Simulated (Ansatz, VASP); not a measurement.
## AlCo3: VASP beside Ansatz

POSCAR

```
AlCo3
1.0
    3.6219006126      0.0000000000      0.0000000000
    0.0000000000      3.6219006126      0.0000000000
    0.0000000000      0.0000000000      3.6219006126
Al Co
1 3
Direct
    0.0000000000      0.0000000000      0.0000000000
    0.5000000000      0.5000000000      0.0000000000
    0.5000000000      0.0000000000      0.5000000000
    0.0000000000      0.5000000000      0.5000000000
```

Contents of INCAR.step1:

```
  PREC = Accurate
  ENCUT = 520
  ISMEAR = 0
  SIGMA = 0.1
  LREAL = False
  LASPH = True
  NELM = 150
  ISPIN = 2
  MAGMOM = 0 1.78 1.78 1.78
  LMAXMIX = 4
  NBANDS = 27
  GGA = PE
  ALGO = Normal
  EDIFF = 1E-4
  LWAVE = True
  LCHARG = False
```

INCAR.step2

```
  PREC = Accurate
  ENCUT = 520
  EDIFF = 1E-6
  ISMEAR = 0
  SIGMA = 0.1
  LREAL = False
  LASPH = True
  NELM = 150
  ALGO = Normal
  ISIF = 2
  LWAVE = False
  LCHARG = False
  ISPIN = 2
  MAGMOM = 0 1.78 1.78 1.78
  LORBIT = 11
  LMAXMIX = 4
  METAGGA = R2SCAN
  LMIXTAU = True
  NBANDS = 27
  ISTART = 1
```

Contents of KPOINTS:

```
Automatic mesh
0
Gamma
  12 12 12
```

Input for Ansatz:

```yaml
crystal:
  lattice:
    - [3.6219004459, 0.0, 0.0]
    - [0.0, 3.6219004459, 0.0]
    - [0.0, 0.0, 3.6219004459]
  atoms:
    - { symbol: Al, position: [0.0, 0.0, 0.0] }
    - { symbol: Co, position: [0.5, 0.5, 0.0], spin: 1.78 }
    - { symbol: Co, position: [0.5, 0.0, 0.5], spin: 1.78 }
    - { symbol: Co, position: [0.0, 0.5, 0.5], spin: 1.78 }
basis:
  ecutwfc: 500
kpoints:
  mp_grid: { grid: [12, 12, 12] }
hamiltonian:
  xc: r2scan
scf:
  occupations: { method: gaussian, width: 0.1 }
output:
  forces: true
  stress: true
  eigenvalues: true
  populations: true
  write_density: true
  write_potential: true
  elf: true
  volumetric_format: npy
magnetization:
  spin_polarized: true
```

Alike in both runs: task single point; functional r2SCAN; k mesh 12 × 12 × 12; occupations gaussian, width 0.1 eV; collinear spin.

```csv
,VASP,Ansatz
version,VASP 6.6.1,Ansatz 0.2.0
potentials or method,"VASP PAW PBE potentials, release 64 (Al, Co), cutoff 520 eV","scalar-relativistic, plane waves, PAW"
valence electrons in the cell,30,54
```

```tsv
	VASP	Ansatz	Ansatz less VASP
gap on the k mesh at the Fermi level (eV)	none	none	-
pressure (GPa)	-4.4	-4.3	+0.17
net moment per atom (μB)	1.17	1.18	+0.011
size of the moment on the site where the two differ most (μB)	0.03	0.06	+0.027
```

VASP's potentials were made for PBE, not for r2SCAN. Site moments also hang on the region over which each program counts them. A gap of «none» marks a metal or a gap that the smearing closes. The functional is the same, so the differences come from potentials, cutoffs and numerics. VASP's potentials hold 30 valence electrons a cell and Ansatz's 54, so a difference there can come from the potentials and not from the codes. Ansatz's warnings: stability check not made.
